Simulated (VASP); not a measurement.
Wanted: the native input for a VASP 6.6.1 run.

* Task: relaxation of cell and atoms
* Functional: PBE
* Potentials or basis: VASP PAW PBE potentials, release 64 (Ca_sv, O)
* Cutoff: 600 eV
* k mesh: 4 × 4 × 4
* Occupations: gaussian, width 0.1 eV
* Spin: no spin polarisation
* Dipole correction: no
* Further INCAR settings: ALGO = Normal; EDIFF = 1e-06; IBRION = 2; EDIFFG = -0.04; NSW = 90; ISIF = 3

The structure of CaO lies in POSCAR:

```
CaO
1.0
    7.2598708100      0.0000000000      0.0000000000
    0.0000000000      4.1336755800      0.0000000000
    0.0000000000      0.0000000000      3.9140304300
Ca O
4 4
Direct
    0.7500000000      0.0000000000      0.3554073800
    0.0000000000      0.5000000000      0.0000000000
    0.2500000000      0.0000000000      0.6445926200
    0.5000000000      0.5000000000      0.0000000000
    0.7500000000      0.5000000000      0.6445926200
    0.0000000000      0.0000000000      0.0000000000
    0.2500000000      0.5000000000      0.3554073800
    0.5000000000      0.0000000000      0.0000000000
```

The cell was generated, and may not be a known phase.

The input as run:

INCAR

```
PREC = Accurate
ENCUT = 600
EDIFF = 1E-6
ISMEAR = 0
SIGMA = 0.1
LREAL = F
LASPH = T
NELM = 60
ALGO = Normal
ISIF = 3
LWAVE = F
LCHARG = F
GGA = PE
IBRION = 2
NSW = 90
EDIFFG = -0.04
```

KPOINTS

```
regular mesh
0
Gamma
  4 4 4
```

Potentials or basis: VASP PAW PBE potentials, release 64 (Ca_sv, O).

Launch:

```console
$ cat potpaw_PBE.64/Ca_sv/POTCAR potpaw_PBE.64/O/POTCAR > POTCAR
$ mpirun -np 1 vasp_std > vasp.out
```

It gave:

The relaxed volume is 14.17 Å³/atom and the relaxed cell is a = 6.841 Å, b = 4.831 Å, c = 3.430 Å, α = 90.00°, β = 90.00°, γ = 90.00°. The space group after relaxing (to 0.1 Å) is Fm-3m (No. 225) and the energy gained by relaxing is 519.9 meV/atom. The ionic steps are 13, the pressure after relaxing is -0.2 GPa and the largest force after relaxing is 0.032 eV/Å. The band gap on the k mesh is 3.63 eV.

Caveat: a cell axis changed by over 15 % at a fixed basis, so the end point is rough.

Run time: 12 min on 1 thread of Intel(R) Xeon(R) 6975P-C (Granite Rapids) (shared host), peak memory 0.33 GiB.
